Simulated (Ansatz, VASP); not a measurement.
## Two plane-wave programs on Rb

Contents of INCAR:

```
SYSTEM = Rb
PREC = Accurate ; ENCUT = 520
EDIFF = 1E-6 ; ISMEAR = 0
SIGMA = 0.1 ; LREAL = .FALSE.
LASPH = .TRUE. ; NELM = 100
ALGO = Normal ; ISIF = 2
LWAVE = .FALSE. ; LCHARG = .FALSE.
GGA = PE ; IVDW = 12
NBANDS = 46
```

KPOINTS

```
Automatic mesh
0
G
  4 4 4
  0 0 0
```

Contents of POSCAR:

```
Rb
1.0
   11.9783690000     -3.9197390000      0.0000000000
   11.9783690000      3.9197390000      0.0000000000
   -2.2298860000      0.0000000000      7.6898720000
Rb
8
Direct
    0.8276390000      0.3005690000      0.5591810000
    0.6994310000      0.1723610000      0.9408190000
    0.4631930000      0.9144290000      0.6862050000
    0.1723610000      0.6994310000      0.4408190000
    0.5368070000      0.0855710000      0.3137950000
    0.0855710000      0.5368070000      0.8137950000
    0.3005690000      0.8276390000      0.0591810000
    0.9144290000      0.4631930000      0.1862050000
```

Input for Ansatz:

```yaml
crystal:
  lattice:
    - [11.978369, -3.919739, 0.0]
    - [11.978369, 3.919739, 0.0]
    - [-2.229886, 0.0, 7.689872]
  atoms:
    - { symbol: Rb, position: [0.827639, 0.300569, 0.559181] }
    - { symbol: Rb, position: [0.699431, 0.172361, 0.940819] }
    - { symbol: Rb, position: [0.463193, 0.914429, 0.686205] }
    - { symbol: Rb, position: [0.172361, 0.699431, 0.440819] }
    - { symbol: Rb, position: [0.536807, 0.085571, 0.313795] }
    - { symbol: Rb, position: [0.085571, 0.536807, 0.813795] }
    - { symbol: Rb, position: [0.300569, 0.827639, 0.059181] }
    - { symbol: Rb, position: [0.914429, 0.463193, 0.186205] }
basis:
  ecutwfc: 420
kpoints:
  mp_grid: { grid: [4, 4, 4] }
hamiltonian:
  xc: pbe
  dispersion: d3bj
scf:
  occupations: { method: gaussian, width: 0.1 }
output:
  forces: true
  stress: true
  eigenvalues: true
```

Alike in both runs: task single point; functional PBE; dispersion D3(BJ); k mesh 4 × 4 × 4; occupations gaussian, width 0.1 eV; no spin polarisation.

```csv
,VASP,Ansatz
version,VASP 6.6.1,Ansatz 0.2.0
potentials or method,"VASP PAW PBE potentials, release 64 (Rb_sv), cutoff 520 eV","scalar-relativistic, plane waves, PAW"
valence electrons in the cell,72,72
```

|  | VASP | Ansatz | Ansatz less VASP |
| --- | --- | --- | --- |
| gap on the k mesh at the Fermi level (eV) | none | none | - |
| pressure (GPa) | -0.1 | -0.1 | 0.00 |
| traceless stress, the component that is largest in VASP (GPa) | -0.09 | -0.09 | 0.000 |
| rms of the force components (eV/Å) | 0.017 | 0.017 | 0.0000 |

Atom by atom the forces differ by 0.000 eV/Å (rms over components). A gap of «none» marks a metal or a gap that the smearing closes.
